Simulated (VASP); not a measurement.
# LiSc (Pm-3m) in VASP: a series of runs, part 2 of 2

VASP 6.6.1.

## 3. Single point, LDA

INCAR

```
SYSTEM = LiSc
ALGO = Normal
EDIFF = 1E-7
ENCUT = 520
ISIF = 2
ISMEAR = -1
LASPH = .TRUE.
LCHARG = .FALSE.
LREAL = .FALSE.
LWAVE = .FALSE.
NBANDS = 14
NELM = 100
PREC = Accurate
SIGMA = 0.05
```

KPOINTS

```
k-points
0
G
  7 7 7
  0 0 0
```

POSCAR

```
LiSc
1.0
    3.3949198930      0.0000000000      0.0000000000
    0.0000000000      3.3949198930      0.0000000000
    0.0000000000      0.0000000000      3.3949198930
Sc Li
1 1
Direct
    0.0000000000      0.0000000000      0.0000000000
    0.5000000000      0.5000000000      0.5000000000
```

Potentials or basis: VASP PAW LDA potentials, release 64 (Sc_sv, Li_sv).

Started as:

```bash
$ cat potpaw_LDA.64/Sc_sv/POTCAR potpaw_LDA.64/Li_sv/POTCAR > POTCAR
$ mpirun -np 1 vasp_std > vasp.out
```

OUTCAR:

```text
SYSTEM = LiSc
   EDIFF = 1E-7
   ENCUT = 520
   ISIF = 2
   ISMEAR = -1
   LASPH = .TRUE.
   LREAL = .FALSE.
   NELM = 100
   PREC = Accurate

 ion  position               nearest neighbor table
   1  0.000  0.000  0.000-   2 2.94   2 2.94   2 2.94   2 2.94   2 2.94   2 2.94   2 2.94   2 2.94

   2  0.500  0.500  0.500-   1 2.94   1 2.94   1 2.94   1 2.94   1 2.94   1 2.94   1 2.94   1 2.94

  LATTYP: Found a simple cubic cell.
 ALAT       =     3.3949198930

  Lattice vectors:

 A1 = (   3.3949198930,   0.0000000000,   0.0000000000)
 A2 = (   0.0000000000,   3.3949198930,   0.0000000000)
 A3 = (   0.0000000000,   0.0000000000,   3.3949198930)

Analysis of symmetry for initial positions (statically):
=====================================================================
 Subroutine PRICEL returns:
 Original cell was already a primitive cell.

 Routine SETGRP: Setting up the symmetry group for a
 simple cubic supercell.

 Subroutine GETGRP returns: Found 48 space group operations
 (whereof 48 operations were pure point group operations)
 out of a pool of 48 trial point group operations.

The static configuration has the point symmetry O_h .

Analysis of symmetry for dynamics (positions and initial velocities):
=====================================================================
 Subroutine PRICEL returns:
 Original cell was already a primitive cell.

 Routine SETGRP: Setting up the symmetry group for a
 simple cubic supercell.

 Subroutine GETGRP returns: Found 48 space group operations
 (whereof 48 operations were pure point group operations)
 out of a pool of 48 trial point group operations.

The dynamic configuration has the point symmetry O_h .

 Subroutine INISYM returns: Found 48 space group operations
 (whereof 48 operations are pure point group operations),
 and found     1 'primitive' translations

----------------------------------------------------------------------------------------

                                     Primitive cell

  volume of cell :      39.1281

  direct lattice vectors                    reciprocal lattice vectors
     3.394919893  0.000000000  0.000000000     0.294557760  0.000000000  0.000000000
     0.000000000  3.394919893  0.000000000     0.000000000  0.294557760  0.000000000
     0.000000000  0.000000000  3.394919893     0.000000000  0.000000000  0.294557760

  length of vectors
     3.394919893  3.394919893  3.394919893     0.294557760  0.294557760  0.294557760

  position of ions in fractional coordinates (direct lattice)
     0.000000000  0.000000000  0.000000000
     0.500000000  0.500000000  0.500000000

  ion indices of the primitive-cell ions
   primitive index   ion index
                 1           1
                 2           2

----------------------------------------------------------------------------------------

 KPOINTS: k-points

Automatic generation of k-mesh.
 Grid dimensions read from file:
 generate k-points for:    7    7    7

 Generating k-lattice:

  Cartesian coordinates                     Fractional coordinates (reciprocal lattice)
     0.042079680  0.000000000  0.000000000     0.142857143  0.000000000  0.000000000
     0.000000000  0.042079680  0.000000000     0.000000000  0.142857143  0.000000000
[... 36 lines left out ...]
   number of dos      NEDOS =    301   number of ions     NIONS =      2
   total plane-waves  NPLWV =  21952
   dimension x,y,z NGX =    28 NGY =   28 NGZ =   28
   dimension x,y,z NGXF=    56 NGYF=   56 NGZF=   56
   ions per type =               1   1
   NGX,Y,Z   is equivalent  to a cutoff of  13.71, 13.71, 13.71 a.u.
   NGXF,Y,Z  is equivalent  to a cutoff of  27.42, 27.42, 27.42 a.u.
 SYSTEM =  LiSc
   PREC   = accura    normal or accurate (medium, high low for compatibility)
   ISTART =      0    job   : 0-new  1-cont  2-samecut
   ICHARG =      2    charge: 1-file 2-atom 10-const
   ISPIN  =      1    spin polarized calculation?
   LNONCOLLINEAR =      F non collinear calculations
   LSORBIT =      F    spin-orbit coupling
   LASPH  =      T    aspherical Exc in radial PAW
   ENCUT  =  520.0 eV  38.22 Ry    6.18 a.u.   6.31  6.31  6.31*2*pi/ulx,y,z
   NELM   =    100;   NELMIN=  2; NELMDL= -5     # of ELM steps
   EDIFF  = 0.1E-06   stopping-criterion for ELM
   LREAL  =      F    real-space projection
   EDIFFG = 0.1E-05   stopping-criterion for IOM
   NSW    =      0    number of steps for IOM
   IBRION =     -1    ionic relax: 0-MD 1-quasi-New 2-CG
   NFREE  =      0    steps in history (QN), initial steepest desc. (CG)
   ISIF   =      2    stress and relaxation
   ISYM   =      2    0-nonsym 1-usesym 2-fastsym
   POTIM  = 0.5000    time-step for ionic-motion
   TEBEG  =    0.0;   TEEND  =   0.0 temperature during run
   PSTRESS=    0.0 pullay stress
   NELECT =      14.0000    total number of electrons
   NUPDOWN=      -1.0000    fix difference up-down
   EMIN   =  10.00;   EMAX   =-10.00  energy-range for DOS
   EFERMI =   0.00;   METHOD = LEGACY
   ISMEAR =    -1;   SIGMA  =   0.05  broadening in eV -4-tet -1-fermi 0-gaus
   EFERMI_NEDOS =   21; number of points for ismear=-14 and -15
   IALGO  =     38    algorithm
   IMIX   =      4    mixing-type and parameters
     AMIX     =   0.40;   BMIX     =  1.00
     AMIX_MAG =   1.60;   BMIX_MAG =  1.00
  volume/ion in A,a.u.               =      19.56       132.02
  Fermi-wavevector in a.u.,A,eV,Ry     =   1.162219  2.196275 18.378111  1.350753
  Thomas-Fermi vector in A             =   2.298783
   LORBIT       =      0    0 simple, 1 ext, 2 COOP (PROOUT), +10 PAW based schemes
   GGA     = CA    functional components
   LHFCALC =     F    Hartree Fock is set to
   AEXX    =    0.0000 exact exchange contribution
   IVDW    =     0    specifies the selected vdW correction
   LEPSILON=     F    determine dielectric tensor
   LRPA    =     F    only Hartree local field effects (RPA)
 non-spin polarized calculation
  energy-cutoff  :      520.00
  volume of cell :       39.13
 maximum number of plane-waves:      1066
 NGX is ok and might be reduce to    28
   NGX = 13   NGY = 13   NGZ = 13

 number of electron      13.9999991 magnetization

 Free energy of the ion-electron system (eV)
  ---------------------------------------------------
  ext. energy  EPLUGINS =         0.00000000
  ---------------------------------------------------
  free energy    TOTEN  =        -8.31018747 eV

  energy without entropy =       -8.28238537  energy(sigma->0) =       -8.29628642

 E-fermi :   2.7555     XC(G=0):  -9.3992

 val. band max:        2.7474025702   @ k =   0.2857   0.2857   0.0000
 cond. band min:       2.7782949633   @ k =   0.1429   0.1429   0.0000
 fundamental gap:      0.0308923931
 Fermi energy:         2.7555445356

 k-point     1 :       0.0000    0.0000    0.0000
  band No.  band energies     occupation
      1     -46.4032      2.00000
      2     -41.4785      2.00000
      3     -25.2940      2.00000
      4     -25.2940      2.00000
      5     -25.2940      2.00000
      6      -1.8454      2.00000
      7       2.7004      1.50181
      8       2.7004      1.50181
      9       5.4796      0.00000
     10       5.4796      0.00000
     11       5.4796      0.00000
     12       9.0260      0.00000
     13       9.0260      0.00000
     14       9.0260      0.00000
[... 309 lines left out ...]
      1     -46.3664      2.00000
      2     -41.4725      2.00000
      3     -25.4046      2.00000
      4     -25.4038      2.00000
      5     -25.4038      2.00000
      6       1.8970      2.00000
      7       2.0639      2.00000
      8       2.0639      2.00000
      9       5.6793      0.00000
     10       5.6793      0.00000
     11       6.3710      0.00000
     12       7.8850      0.00000
     13       7.8850      0.00000
     14      10.7389      0.00000

------------------------ aborting loop because EDIFF is reached ----------------------------------------

  FORCE on cell =-STRESS in cart. coord.  units (eV):
  Direction    XX          YY          ZZ          XY          YZ          ZX
  --------------------------------------------------------------------------------------
  -------------------------------------------------------------------------------------
  Total        0.0073438      0.0073438      0.0073438     -0.0000000     -0.0000000     -0.0000000
  in kB        0.3007062      0.3007062      0.3007062     -0.0000000     -0.0000000     -0.0000000
  external PRESSURE =       0.3007062 kB  Pullay stress =       0.0000000 kB

 VOLUME and BASIS-vectors are now :
 -----------------------------------------------------------------------------
  energy-cutoff  :      520.00
  volume of cell :       39.13
      direct lattice vectors                 reciprocal lattice vectors
     3.394919893  0.000000000  0.000000000     0.294557760  0.000000000  0.000000000
     0.000000000  3.394919893  0.000000000     0.000000000  0.294557760  0.000000000
     0.000000000  0.000000000  3.394919893     0.000000000  0.000000000  0.294557760

 POSITION                                       TOTAL-FORCE (eV/Angst)
 -----------------------------------------------------------------------------------
      0.00000      0.00000      0.00000         0.000000      0.000000      0.000000
      1.69746      1.69746      1.69746         0.000000      0.000000      0.000000
 -----------------------------------------------------------------------------------
    total drift:                                0.000000      0.000000      0.000000

  FREE ENERGIE OF THE ION-ELECTRON SYSTEM (eV)
  ---------------------------------------------------
  free  energy   TOTEN  =        -8.3101874701 eV

  energy  without entropy=       -8.2823853728  energy(sigma->0) =       -8.29628642
```

stdout:

```text
POSCAR found type information on POSCAR ScLi
 POSCAR found :  2 types and       2 ions
 scaLAPACK will be used
 LDA part: xc-table for (Slater(with rela. corr.)+CA(PZ))
 , standard interpolation
 POSCAR, INCAR and KPOINTS ok, starting setup
 FFT: planning ... GRIDC
 FFT: planning ... GRID_SOFT
 FFT: planning ... GRID
 WAVECAR not read
 entering main loop
```

Run time: 12 s. Hardware: 1 thread of Intel Xeon Platinum 8259CL at 2.50GHz (Skylake/Cascade Lake), shared host; peak memory 0.14 GiB.

What came out:

| Property | Result |
| --- | --- |
| Free energy | -8.3102 eV |
| Band gap on the k mesh | zero (band 7 reaches 2.86 eV, above the bottom of band 8 at 2.06 eV) |

Caveat: the cutoff is under 1.25 times the usual one of these potentials, so pressure, stress and relaxed cells hold a basis-set (Pulay) error.

## 4. Relaxation of cell and atoms, LDA

INCAR

```
PREC = Accurate
ENCUT = 600
EDIFF = 1E-7
ISMEAR = -1
SIGMA = 0.05
LREAL = False
LASPH = True
NELM = 100
ALGO = Normal
ISIF = 3
LWAVE = False
LCHARG = False
GGA = CA
IBRION = 2
NSW = 80
EDIFFG = -0.03
```

KPOINTS

```
Automatic mesh
0
Gamma
  7 7 7
```

POSCAR is that of step 3.

Started as:

```bash
$ cat potpaw_LDA.64/Sc_sv/POTCAR potpaw_LDA.64/Li_sv/POTCAR > POTCAR
$ mpirun -np 1 vasp_std > vasp.out
```

It took 8.7 s on 1 thread of Intel Xeon Platinum 8259CL at 2.50GHz (Skylake/Cascade Lake), shared host; peak memory 0.14 GiB.

Results (log left out):

| Quantity | Value |
| --- | --- |
| Free energy | -8.3102 eV |
| Pressure after relaxing | 0.0 GPa |
| Band gap on the k mesh | zero (band 7 reaches 2.86 eV, above the bottom of band 8 at 2.06 eV) |

Final structure:
```cif
data_structure
_symmetry_space_group_name_H-M 'P 1'
_symmetry_Int_Tables_number 1
_cell_length_a 3.3949
_cell_length_b 3.3949
_cell_length_c 3.3949
_cell_angle_alpha 90.000
_cell_angle_beta 90.000
_cell_angle_gamma 90.000
_cell_volume 39.13
loop_
_atom_site_label
_atom_site_type_symbol
_atom_site_fract_x
_atom_site_fract_y
_atom_site_fract_z
_atom_site_occupancy
Sc1 Sc 0.00000 0.00000 0.00000 1
Li1 Li 0.50000 0.50000 0.50000 1
```

Levels at points of the mesh, in eV from the Fermi level:
| k point | band 3 | band 4 | band 5 | band 6 | band 7 | band 8 | band 9 | band 10 | band 11 |
| --- | --- | --- | --- | --- | --- | --- | --- | --- | --- |
| (0.00, 0.00, 0.00) | -28.05 | -28.05 | -28.05 | -4.60 | -0.06 | -0.06 | 2.72 | 2.72 | 2.72 |

Caveat: the cutoff is under 1.25 times the usual one of these potentials, so pressure, stress and relaxed cells hold a basis-set (Pulay) error; the relaxation stopped at its first step, so nothing moved.

## 5. Relaxation of cell and atoms, LDA

This run uses another cell than the first one, of 23.23 Å³/atom, 1.187 times its volume.

Edit INCAR of step 4 so:

```diff
@@ -2,3 +2,3 @@
 ENCUT = 600
-EDIFF = 1E-7
+EDIFF = 1E-6
 ISMEAR = -1
@@ -7,3 +7,3 @@
 LASPH = True
-NELM = 100
+NELM = 80
 ALGO = Normal
```

KPOINTS

```
Automatic mesh
0
Gamma
  6 6 6
```

POSCAR

```
LiSc
1.0
    3.5950000000      0.0000000000      0.0000000000
    0.0000000000      3.5950000000      0.0000000000
    0.0000000000      0.0000000000      3.5950000000
Sc Li
1 1
Direct
    0.0000000000      0.0000000000      0.0000000000
    0.5000000000      0.5000000000      0.5000000000
```

Potentials or basis: VASP PAW LDA potentials, release 64 (Sc_sv, Li_sv).

Started as:

```bash
$ cat potpaw_LDA.64/Sc_sv/POTCAR potpaw_LDA.64/Li_sv/POTCAR > POTCAR
$ mpirun -np 1 vasp_std > vasp.out
```

OUTCAR:

```text
PREC = Accurate
   ENCUT = 600
   EDIFF = 1E-6
   ISMEAR = -1
   LREAL = False
   LASPH = True
   NELM = 80
   ISIF = 3
   GGA = CA
   IBRION = 2
   NSW = 80
   EDIFFG = -0.03

 ion  position               nearest neighbor table
   1  0.000  0.000  0.000-
   2  0.500  0.500  0.500-

  LATTYP: Found a simple cubic cell.
 ALAT       =     3.5950000000

  Lattice vectors:

 A1 = (   3.5950000000,   0.0000000000,   0.0000000000)
 A2 = (   0.0000000000,   3.5950000000,   0.0000000000)
 A3 = (   0.0000000000,   0.0000000000,   3.5950000000)

Analysis of symmetry for initial positions (statically):
=====================================================================
 Subroutine PRICEL returns:
 Original cell was already a primitive cell.

 Routine SETGRP: Setting up the symmetry group for a
 simple cubic supercell.
[... 210 lines left out ...]
      1     -46.8457      2.00000
      2     -41.8606      2.00000
      3     -25.7432      2.00000
      4     -25.7432      2.00000
      5     -25.7432      2.00000
      6      -2.0609      2.00000
      7       2.4241      1.13817
      8       2.4241      1.13817
      9       4.9823      0.00000
     10       4.9823      0.00000
     11       4.9823      0.00000
[... 335 lines left out ...]
--------------------------------------- Ionic step        4  -------------------------------------------

 number of electron      14.0000000 magnetization

 Free energy of the ion-electron system (eV)
  ---------------------------------------------------
  ext. energy  EPLUGINS =         0.00000000
  ---------------------------------------------------
  free energy    TOTEN  =        -8.30490654 eV

  energy without entropy =       -8.28045204  energy(sigma->0) =       -8.29267929

 E-fermi :   2.7450     XC(G=0):  -9.4067

 val. band max:        2.7124856485   @ k =   0.0000   0.0000   0.0000
 cond. band min:       2.7659349550   @ k =   0.5000   0.5000   0.0000
 fundamental gap:      0.0534493064
 Fermi energy:         2.7450325769

 k-point     1 :       0.0000    0.0000    0.0000
  band No.  band energies     occupation
      1     -46.3800      2.00000
      2     -41.4399      2.00000
      3     -25.2716      2.00000
      4     -25.2716      2.00000
      5     -25.2716      2.00000
      6      -1.8400      2.00000
      7       2.7125      1.31444
      8       2.7125      1.31444
      9       5.5023      0.00000
     10       5.5023      0.00000
     11       5.5023      0.00000
[... 293 lines left out ...]
  FREE ENERGIE OF THE ION-ELECTRON SYSTEM (eV)
  ---------------------------------------------------
  free  energy   TOTEN  =        -8.3049065393 eV

  energy  without entropy=       -8.2804520398  energy(sigma->0) =       -8.29267929

 reached required accuracy - stopping structural energy minimisation
```

CONTCAR:

```text
LiSc
   1.00000000000000
     3.3922817673897008    0.0000000000000000   -0.0000000000000000
    -0.0000000000000000    3.3922817673897008   -0.0000000000000000
     0.0000000000000000    0.0000000000000000    3.3922817673897008
  Sc              Li
     1     1
Direct
     0.0000000000000000    0.0000000000000000    0.0000000000000000
     0.5000000000000000    0.5000000000000000    0.5000000000000000

  0.00000000E+00  0.00000000E+00  0.00000000E+00
  0.00000000E+00  0.00000000E+00  0.00000000E+00
```

Wall time 37 s (1 thread of Intel Xeon Platinum 8259CL at 2.50GHz (Skylake/Cascade Lake), shared host); peak memory 0.16 GiB.

What came out:

```
Free energy                            : -8.3049 eV
Relaxed volume                         : 19.52 Å³/atom
Relaxed cell                           : a = 3.392 Å, b = 3.392 Å, c = 3.392 Å, α = 90.00°, β = 90.00°, γ = 90.00°
Space group after relaxing (to 0.05 Å) : Pm-3m (No. 221)
Energy gained by relaxing              : 68.0 meV/atom
Ionic steps                            : 4
Pressure after relaxing                : 0.0 GPa
Band gap on the k mesh                 : zero (band 7 reaches 2.93 eV, above the bottom of band 8 at 1.94 eV)
```

Step by step:
| step | energy change (eV) | largest force (eV/Å) | pressure (GPa) | volume (Å³) |
| --- | --- | --- | --- | --- |
| 1 | 0.0000 | 0.0000 | -5.14 | 46.46 |
| 2 | -0.1164 | 0.0000 | -2.32 | 41.63 |
| 3 | -0.1358 | 0.0000 | -0.26 | 39.31 |
| 4 | -0.1360 | 0.0000 | 0.01 | 39.04 |

Final structure:
```
Sc Li
1.0
     3.39228    0.00000    0.00000
     0.00000    3.39228    0.00000
     0.00000    0.00000    3.39228
Sc Li
1 1
Direct
  0.00000 0.00000 0.00000
  0.50000 0.50000 0.50000
```

Caveat: the cutoff is under 1.25 times the usual one of these potentials, so pressure, stress and relaxed cells hold a basis-set (Pulay) error; the volume moved by over 15 % at a fixed basis, so the end points are rough.

## 6. Summary

```tsv
task	cell	k mesh	cutoff (eV)	gap on the mesh (eV)	pressure (GPa)
single point	a = 3.395 Å, 2 atoms	6 × 6 × 6	520	none	-
single point	a = 3.395 Å, 2 atoms	7 × 7 × 7	520	none	-
relaxation of cell and atoms	relaxed from a = 3.395 Å, 2 atoms	7 × 7 × 7	600	none	0.0
relaxation of cell and atoms	relaxed from a = 3.595 Å, 2 atoms	6 × 6 × 6	600	none	0.0
```

Alike in all rows: level LDA; potentials or basis VASP PAW LDA potentials, release 64 (Sc_sv, Li_sv); no spin polarisation; smearing fermi-dirac 0.05 eV.

Caveats: the cutoff is under 1.25 times the usual one of these potentials, so pressure, stress and relaxed cells hold a basis-set (Pulay) error; the relaxation stopped at its first step, so nothing moved (some runs); the volume moved by over 15 % at a fixed basis, so the end points are rough (some runs).

Total energies depend on the potentials used, so only differences within one code and one set of settings carry meaning.
